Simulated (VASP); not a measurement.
# As in VASP: single point with PBEsol

Aim: the single point of As with PBEsol.

Everything below comes from runs of VASP 6.6.1. Logs are shortened: lines on timing, memory, paths and dates and some standing lists are left out, and cuts for length are marked.

## Step 1: The cell of the first run

The typed cell holds 4 atoms: a = 5.132 Å, b = 5.132 Å, c = 3.828 Å, α = 90.00°, β = 90.00°, γ = 142.47°.

## Step 2: Single point, PBEsol

Contents of INCAR:

```
SYSTEM = As
PREC     = Accurate       ! precision mode
ENCUT    = 520            ! plane-wave cutoff, eV
EDIFF    = 1E-6           ! SCF threshold, eV
ISMEAR   = -1             ! smearing method
SIGMA    = 0.05           ! smearing width, eV
LREAL    = .False.        ! projectors in reciprocal space
LASPH    = .True.         ! aspherical terms in the spheres
NELM     = 80             ! most SCF steps
ALGO     = Normal         ! electronic algorithm
ISIF     = 2              ! what is computed and relaxed
LWAVE    = .False.        ! write WAVECAR
LCHARG   = .False.        ! write CHGCAR
GGA      = PS             ! functional
NBANDS   = 18             ! bands
```

Contents of KPOINTS:

```
Automatic mesh
0
Gamma
  8 8 6
  0 0 0
```

Contents of POSCAR:

```
As
1.0
    1.6509274771     -4.8588875814      0.0000000000
    1.6509274771      4.8588875814      0.0000000000
    0.0000000000      0.0000000000      3.8276563889
As
4
Direct
    0.3756550315      0.6243449685      0.5000354092
    0.8756550315      0.1243449685      0.9999645908
    0.6243449685      0.3756550315      0.4999645908
    0.1243449685      0.8756550315      0.0000354092
```

Potentials or basis: VASP PAW PBE potentials, release 64 (As).

Command:

```sh
$ cat potpaw_PBE.64/As/POTCAR > POTCAR
$ mpirun -np 1 vasp_std > vasp.out
```

OUTCAR:

```text
SYSTEM = As
   PREC = Accurate
   ENCUT = 520
   EDIFF = 1E-6
   ISMEAR = -1
   LREAL = .False.
   LASPH = .True.
   NELM = 80
   ISIF = 2
   GGA = PS

 ion  position               nearest neighbor table
   1  0.376  0.624  0.500-   3 2.42   2 2.53   2 2.53   2 2.53   2 2.53
   2  0.876  0.124  1.000-   4 2.42   1 2.53   1 2.53   1 2.53   1 2.53
   3  0.624  0.376  0.500-   1 2.42   4 2.53   4 2.53   4 2.53   4 2.53
   4  0.124  0.876  0.000-   2 2.42   3 2.53   3 2.53   3 2.53   3 2.53

  LATTYP: Found a base centered orthorhombic cell.
 ALAT       =     3.3018549542
 B/A-ratio  =     2.9431259997
 C/A-ratio  =     1.1592442557

  Lattice vectors:

 A1 = (   1.6509274771,  -4.8588875814,   0.0000000000)
 A2 = (   1.6509274771,   4.8588875814,   0.0000000000)
 A3 = (   0.0000000000,   0.0000000000,   3.8276563889)

Analysis of symmetry for initial positions (statically):
=====================================================================
 Subroutine PRICEL returns:
 Original cell was already a primitive cell.

 Routine SETGRP: Setting up the symmetry group for a
 base centered orthorhombic supercell.

 Subroutine GETGRP returns: Found  8 space group operations
 (whereof  4 operations were pure point group operations)
 out of a pool of  8 trial point group operations.

The static configuration has the point symmetry C_2h.
 The point group associated with its full space group is D_2h.

Analysis of symmetry for dynamics (positions and initial velocities):
=====================================================================
 Subroutine PRICEL returns:
 Original cell was already a primitive cell.

 Routine SETGRP: Setting up the symmetry group for a
 base centered orthorhombic supercell.

 Subroutine GETGRP returns: Found  8 space group operations
 (whereof  4 operations were pure point group operations)
 out of a pool of  8 trial point group operations.

The dynamic configuration has the point symmetry C_2h.
 The point group associated with its full space group is D_2h.

 Subroutine INISYM returns: Found  8 space group operations
 (whereof  4 operations are pure point group operations),
 and found     1 'primitive' translations

----------------------------------------------------------------------------------------

                                     Primitive cell

  volume of cell :      61.4084

  direct lattice vectors                    reciprocal lattice vectors
     1.650927477 -4.858887581  0.000000000     0.302860063 -0.102904212  0.000000000
     1.650927477  4.858887581  0.000000000     0.302860063  0.102904212  0.000000000
     0.000000000  0.000000000  3.827656389     0.000000000  0.000000000  0.261256471

  length of vectors
     5.131700504  5.131700504  3.827656389     0.319864807  0.319864807  0.261256471

  position of ions in fractional coordinates (direct lattice)
     0.375655032  0.624344968  0.500035409
     0.875655032  0.124344968  0.999964591
     0.624344968  0.375655032  0.499964591
     0.124344968  0.875655032  0.000035409

  ion indices of the primitive-cell ions
   primitive index   ion index
                 1           1
                 2           2
                 3           3
                 4           4

----------------------------------------------------------------------------------------

 KPOINTS: Automatic mesh

Automatic generation of k-mesh.
 Grid dimensions read from file:
 generate k-points for:    8    8    6

 Generating k-lattice:

  Cartesian coordinates                     Fractional coordinates (reciprocal lattice)
     0.037857508 -0.012863027  0.000000000     0.125000000  0.000000000  0.000000000
     0.037857508  0.012863027  0.000000000     0.000000000  0.125000000  0.000000000
     0.000000000  0.000000000  0.043542745     0.000000000  0.000000000  0.166666667

  Length of vectors
     0.039983101  0.039983101  0.043542745

  Shift w.r.t. Gamma in fractional coordinates (k-lattice)
     0.000000000  0.000000000  0.000000000

 Subroutine IBZKPT returns following result:
 ===========================================

 Found     84 irreducible k-points:

 Following reciprocal coordinates:
            Coordinates               Weight
  0.000000  0.000000  0.000000      1.000000
  0.125000  0.000000  0.000000      4.000000
  0.250000  0.000000  0.000000      4.000000
  0.375000 -0.000000  0.000000      4.000000
  0.500000  0.000000  0.000000      2.000000
  0.125000  0.125000  0.000000      2.000000
[... 16 lines left out ...]
  0.125000  0.000000  0.166667      8.000000
  0.250000  0.000000  0.166667      8.000000
 [... further k-points ...]
   k-points           NKPTS =     84   k-points in BZ     NKDIM =     84   number of bands    NBANDS=     18
   number of dos      NEDOS =    301   number of ions     NIONS =      4
   total plane-waves  NPLWV =  44800
   dimension x,y,z NGX =    40 NGY =   40 NGZ =   28
   dimension x,y,z NGXF=    80 NGYF=   80 NGZF=   56
   ions per type =               4
   NGX,Y,Z   is equivalent  to a cutoff of  12.96, 12.96, 12.16 a.u.
   NGXF,Y,Z  is equivalent  to a cutoff of  25.92, 25.92, 24.32 a.u.
 SYSTEM =  As
   PREC   = accura    normal or accurate (medium, high low for compatibility)
   ISTART =      0    job   : 0-new  1-cont  2-samecut
   ICHARG =      2    charge: 1-file 2-atom 10-const
   ISPIN  =      1    spin polarized calculation?
   LNONCOLLINEAR =      F non collinear calculations
   LSORBIT =      F    spin-orbit coupling
   LASPH  =      T    aspherical Exc in radial PAW
   ENCUT  =  520.0 eV  38.22 Ry    6.18 a.u.   9.54  9.54  7.12*2*pi/ulx,y,z
   NELM   =     80;   NELMIN=  2; NELMDL= -5     # of ELM steps
   EDIFF  = 0.1E-05   stopping-criterion for ELM
   LREAL  =      F    real-space projection
   EDIFFG = 0.1E-04   stopping-criterion for IOM
   NSW    =      0    number of steps for IOM
   IBRION =     -1    ionic relax: 0-MD 1-quasi-New 2-CG
   NFREE  =      0    steps in history (QN), initial steepest desc. (CG)
   ISIF   =      2    stress and relaxation
   ISYM   =      2    0-nonsym 1-usesym 2-fastsym
   POTIM  = 0.5000    time-step for ionic-motion
   TEBEG  =    0.0;   TEEND  =   0.0 temperature during run
   PSTRESS=    0.0 pullay stress
   NELECT =      20.0000    total number of electrons
   NUPDOWN=      -1.0000    fix difference up-down
   EMIN   =  10.00;   EMAX   =-10.00  energy-range for DOS
   EFERMI =   0.00;   METHOD = LEGACY
   ISMEAR =    -1;   SIGMA  =   0.05  broadening in eV -4-tet -1-fermi 0-gaus
   EFERMI_NEDOS =   21; number of points for ismear=-14 and -15
   IALGO  =     38    algorithm
   IMIX   =      4    mixing-type and parameters
     AMIX     =   0.40;   BMIX     =  1.00
     AMIX_MAG =   1.60;   BMIX_MAG =  1.00
  volume/ion in A,a.u.               =      15.35       103.60
  Fermi-wavevector in a.u.,A,eV,Ry     =   1.126356  2.128504 17.261401  1.268677
  Thomas-Fermi vector in A             =   2.263037
   LORBIT       =      0    0 simple, 1 ext, 2 COOP (PROOUT), +10 PAW based schemes
   GGA     = PS    functional components
   LHFCALC =     F    Hartree Fock is set to
   AEXX    =    0.0000 exact exchange contribution
   IVDW    =     0    specifies the selected vdW correction
   LEPSILON=     F    determine dielectric tensor
   LRPA    =     F    only Hartree local field effects (RPA)
 non-spin polarized calculation
  energy-cutoff  :      520.00
  volume of cell :       61.41
 maximum number of plane-waves:      1670
 NGX is ok and might be reduce to    40
   NGX = 19   NGY = 19   NGZ = 15

 number of electron      19.9999999 magnetization

 Free energy of the ion-electron system (eV)
  ---------------------------------------------------
  ext. energy  EPLUGINS =         0.00000000
  ---------------------------------------------------
  free energy    TOTEN  =       -18.50591624 eV

  energy without entropy =      -18.49518633  energy(sigma->0) =      -18.50055129

 E-fermi :   9.0767     XC(G=0): -11.7421

 val. band max:        9.0429018135   @ k =  -0.3750   0.3750   0.5000
 cond. band min:       9.0773219596   @ k =   0.2500   0.1250   0.0000
 fundamental gap:      0.0344201461
 Fermi energy:         9.0767284895

 k-point     1 :       0.0000    0.0000    0.0000
  band No.  band energies     occupation
      1      -8.4629      2.00000
      2      -3.7576      2.00000
      3       0.1070      2.00000
      4       0.3876      2.00000
      5       2.0588      2.00000
      6       4.6823      2.00000
[... 10 lines left out ...]
     17      15.6426      0.00000
     18      16.0318      0.00000

 k-point     2 :       0.1250    0.0000    0.0000
  band No.  band energies     occupation
      1      -8.2327      2.00000
      2      -3.6920      2.00000
      3       0.1054      2.00000
      4       0.4931      2.00000
      5       2.3109      2.00000
      6       2.9685      2.00000
[... 10 lines left out ...]
     17      14.3131      0.00000
     18      14.9550      0.00000

 k-point     3 :       0.2500    0.0000    0.0000
  band No.  band energies     occupation
      1      -7.5447      2.00000
      2      -3.4336      2.00000
      3      -1.0566      2.00000
      4       0.8628      2.00000
      5       1.5752      2.00000
      6       3.0640      2.00000
[... 10 lines left out ...]
     17      14.4738      0.00000
     18      16.0369      0.00000

 k-point     4 :       0.3750   -0.0000    0.0000
  band No.  band energies     occupation
      1      -6.4092      2.00000
      2      -2.9657      2.00000
      3      -2.8818      2.00000
      4      -0.7405      2.00000
      5       3.1943      2.00000
      6       4.3079      2.00000
[... 10 lines left out ...]
     17      15.8193      0.00000
     18      17.2887      0.00000

 k-point     5 :       0.5000    0.0000    0.0000
  band No.  band energies     occupation
      1      -4.8545      2.00000
      2      -4.8545      2.00000
      3      -1.9840      2.00000
      4      -1.9840      2.00000
      5       5.1066      2.00000
      6       5.1066      2.00000
[... 10 lines left out ...]
     17      17.8852      0.00000
     18      17.8852      0.00000

 k-point     6 :       0.1250    0.1250    0.0000
  band No.  band energies     occupation
      1      -7.6383      2.00000
      2      -2.9631      2.00000
      3      -0.9259      2.00000
      4       0.6348      2.00000
      5       0.9129      2.00000
      6       2.9729      2.00000
[... 307 lines left out ...]
 k-point    21 :       0.5000    0.5000    0.0000
  band No.  band energies     occupation
      1      -7.1630      2.00000
      2      -6.7276      2.00000
      3       0.9376      2.00000
      4       2.8664      2.00000
      5       3.3750      2.00000
      6       3.5388      2.00000
[... 10 lines left out ...]
     17      16.4612      0.00000
     18      17.1217      0.00000

 k-point    22 :       0.0000    0.0000    0.1667
  band No.  band energies     occupation
      1      -8.1855      2.00000
      2      -3.4881      2.00000
      3      -1.7131      2.00000
      4       0.3808      2.00000
      5       2.7141      2.00000
      6       4.1941      2.00000
[... 10 lines left out ...]
     17      15.1255      0.00000
     18      15.6352      0.00000

 k-point    23 :       0.1250    0.0000    0.1667
  band No.  band energies     occupation
      1      -7.9562      2.00000
      2      -3.4231      2.00000
      3      -1.6204      2.00000
      4       0.7620      2.00000
      5       2.2556      2.00000
      6       3.4377      2.00000
[... 10 lines left out ...]
     17      15.5843      0.00000
     18      16.1670      0.00000

 k-point    24 :       0.2500    0.0000    0.1667
  band No.  band energies     occupation
      1      -7.2715      2.00000
      2      -3.1687      2.00000
      3      -1.6692      2.00000
      4       0.6511      2.00000
      5       1.8250      2.00000
      6       2.3309      2.00000
[... 10 lines left out ...]
     17      15.5716      0.00000
     18      16.9511      0.00000

 [... further k-points ...]

------------------------ aborting loop because EDIFF is reached ----------------------------------------

  FORCE on cell =-STRESS in cart. coord.  units (eV):
  Direction    XX          YY          ZZ          XY          YZ          ZX
  --------------------------------------------------------------------------------------
  -------------------------------------------------------------------------------------
  Total       11.8735601     11.9551499     11.9970142      0.0000000     -0.0000000      0.0000000
  in kB      309.7874016    311.9161202    313.0083824      0.0000000     -0.0000000      0.0000000
  external PRESSURE =     311.5706347 kB  Pullay stress =       0.0000000 kB

 VOLUME and BASIS-vectors are now :
 -----------------------------------------------------------------------------
  energy-cutoff  :      520.00
  volume of cell :       61.41
      direct lattice vectors                 reciprocal lattice vectors
     1.650927477 -4.858887581  0.000000000     0.302860063 -0.102904212  0.000000000
     1.650927477  4.858887581  0.000000000     0.302860063  0.102904212  0.000000000
     0.000000000  0.000000000  3.827656389     0.000000000  0.000000000  0.261256471

 POSITION                                       TOTAL-FORCE (eV/Angst)
 -----------------------------------------------------------------------------------
      1.65093      1.20836      1.91396         0.000000      0.062915     -0.000380
      1.65093     -3.65053      3.82752         0.000000      0.062915      0.000380
      1.65093     -1.20836      1.91369         0.000000     -0.062915      0.000380
      1.65093      3.65053      0.00014         0.000000     -0.062915     -0.000380
 -----------------------------------------------------------------------------------
    total drift:                               -0.000000     -0.000000     -0.000000

  FREE ENERGIE OF THE ION-ELECTRON SYSTEM (eV)
  ---------------------------------------------------
  free  energy   TOTEN  =       -18.5059162434 eV

  energy  without entropy=      -18.4951863332  energy(sigma->0) =      -18.50055129
```

Wall time 66 s (1 thread of Intel Xeon Platinum 8488C (Sapphire Rapids), shared host); peak memory 0.23 GiB.

What came out:

```
Free energy            : -18.5059 eV
Pressure               : 31.2 GPa
Largest force          : 0.063 eV/Å
Band gap on the k mesh : zero (bands 10 and 11 overlap by 1.94 eV)
```

Forces in eV/Å, atoms in the order of the input:
```
As   0.000  0.063  0.000
As   0.000  0.063  0.000
As   0.000 -0.063  0.000
As   0.000 -0.063  0.000
```

Stress tensor (GPa, compression positive):
```
30.98  0.00  0.00
 0.00 31.19  0.00
 0.00  0.00 31.30
```

Levels at points of the mesh, in eV from the Fermi level:
```csv
k point,band 6,band 7,band 8,band 9,band 10,band 11,band 12,band 13,band 14,band 15
"(0.00, 0.00, 0.00)",-4.39,-3.30,-3.00,-2.85,-1.73,2.98,3.17,3.99,5.48,5.67
"(0.50, 0.00, 0.00)",-3.97,-3.05,-3.05,-2.42,-2.42,-0.57,-0.57,0.55,0.55,4.22
"(0.50, 0.50, 0.00)",-5.54,-4.32,-3.04,-2.39,-0.64,0.19,2.97,4.38,4.39,5.40
"(0.00, 0.00, 0.50)",-6.58,-0.31,-0.31,-0.14,-0.14,0.83,0.83,1.49,1.49,7.54
"(0.50, 0.00, 0.50)",-7.94,-7.13,-7.13,-2.33,-2.33,1.26,1.26,7.11,7.11,7.84
"(0.50, 0.50, 0.50)",-1.62,-1.23,-1.23,-0.10,-0.10,0.03,0.03,2.09,2.09,3.87
```

Caveat: the cell stands under pressure; the PAW data sets were made with another functional, which shifts forces and pressure a little.

The gap in the log of VASP goes by the Fermi energy; the results here count the filled bands.